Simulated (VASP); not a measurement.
# BN: single point with PBE

BN:

```xyz
2
Lattice="0.0000 3.4953 2.1661 1.2516 0.0000 2.1661 1.2516 3.4953 0.0000" Properties=species:S:1:pos:R:3 pbc="T T T"
B     1.2516    3.4953    0.0002
N     1.2516    3.4953    2.8881
```

```
Program                : VASP 6.6.1
Task                   : single point
Functional             : PBE
Potentials or basis    : VASP PAW PBE potentials, release 64 (B, N)
Cutoff                 : 520 eV
k mesh                 : 12 × 12 × 12
Occupations            : gaussian, width 0.02 eV
Spin                   : no spin polarisation
Dipole correction      : no
Further INCAR settings : ALGO = Normal; EDIFF = 1e-06; NBANDS = 11
```

| Quantity | Value |
| --- | --- |
| Pressure | 3.3 GPa |
| Largest force | 0.010 eV/Å |
| Band gap on the k mesh | 3.85 eV, indirect (least direct gap 4.55 eV) |

Forces on the atoms (eV/Å):
```
B    0.000  0.000  0.010
N    0.000  0.000 -0.010
```

Stress tensor (GPa, compression positive):
```
4.12 0.00 0.00
0.00 1.60 0.00
0.00 0.00 4.17
```

Levels at points of the mesh, in eV from the valence-band top:
```tsv
k point	band 1	band 2	band 3	band 4	band 5	band 6	band 7	band 8	band 9
(0.00, 0.00, 0.00)	-17.87	-4.48	-1.42	-1.41	4.86	11.51	11.57	12.97	14.43
(0.50, 0.00, 0.00)	-14.68	-8.99	-4.22	-1.01	4.63	9.82	13.33	15.61	19.71
(0.50, 0.50, 0.00)	-14.72	-9.08	-4.21	-0.52	5.77	9.41	12.24	13.70	19.43
(0.50, 0.00, 0.50)	-17.67	-6.12	-1.44	-1.41	9.58	11.46	11.53	11.90	15.68
(0.00, 0.50, 0.50)	-14.62	-8.89	-4.25	-1.46	3.85	9.89	14.50	18.48	19.40
```

Wall time 44 s on 1 thread of Intel(R) Xeon(R) Platinum 8259CL CPU @ 2.50GHz (Skylake/Cascade Lake), on a shared host, peak memory 0.18 GiB.

A k mesh can miss the band edges.
